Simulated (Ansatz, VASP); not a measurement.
## Os in VASP and in Ansatz

The input INCAR:

```
  PREC = Accurate
  ENCUT = 520
  EDIFF = 1E-6
  ISMEAR = -1
  SIGMA = 0.05
  LREAL = False
  LASPH = True
  NELM = 80
  ALGO = Normal
  ISIF = 2
  LWAVE = False
  LCHARG = False
  NBANDS = 15
```

The input KPOINTS:

```
Automatic mesh
0
Gamma
  13 13 7
```

The input POSCAR:

```
Os
1.0
    2.7305981567      0.0000000000      0.0000000000
   -1.3652990784      2.3647673712      0.0000000000
    0.0000000000      0.0000000000      4.4235690139
Os
2
Direct
    0.2133333333      0.6066666667      0.1600000000
    0.7866666667      0.3933333333      0.8400000000
```

Input for Ansatz:

```yaml
crystal:
  lattice:
    - [2.7305981567, 0.0, 0.0]
    - [-1.3652990784, 2.3647673712, 0.0]
    - [0.0, 0.0, 4.4235690139]
  atoms:
    - { symbol: Os, position: [0.2133333333, 0.6066666667, 0.16] }
    - { symbol: Os, position: [0.7866666667, 0.3933333333, 0.84] }
kpoints:
  mp_grid: { grid: [13, 13, 7] }
scf:
  occupations: { method: fermi_dirac, width: 0.05 }
hamiltonian:
  xc: lda
  pseudopotentials: { kind: paw }
output:
  forces: true
  stress: true
  eigenvalues: true
  populations: true
```

Change from the starting cell: shortest bond scaled by 0.64, PAW files.

Alike in both runs: task single point; functional LDA; k mesh 13 × 13 × 7; occupations fermi-dirac, width 0.05 eV; no spin polarisation.

|  | VASP | Ansatz |
| --- | --- | --- |
| version | VASP 6.6.1 | Ansatz 0.2.0 |
| potentials or method | VASP PAW LDA potentials, release 64 (Os) | PAW with Ansatz's default frozen-core files, scalar-relativistic |
| plane-wave cutoff (eV) | 520 | 420 |
| valence electrons in the cell | 16 | 32 |

|  | VASP | Ansatz | Ansatz less VASP |
| --- | --- | --- | --- |
| pressure (GPa) | 179.6 | 213.8 | +34.17 |
| traceless stress, the component that is largest in VASP (GPa) | 118.26 | 164.42 | +46.168 |
| rms of the force components (eV/Å) | 21.731 | 28.390 | +6.6586 |

LDA's correlation is that of Perdew and Zunger in VASP and of Perdew and Wang (1992) in Ansatz. Atom by atom the forces differ by 6.695 eV/Å (rms over components). The pressures are high and differ by over a tenth, so treat them with care. VASP's potentials hold 16 valence electrons a cell and Ansatz's 32, so a difference there can come from the potentials and not from the codes.

Spin-orbit coupling is off throughout. Noted on VASP's run: the cell as given lies far from equilibrium.
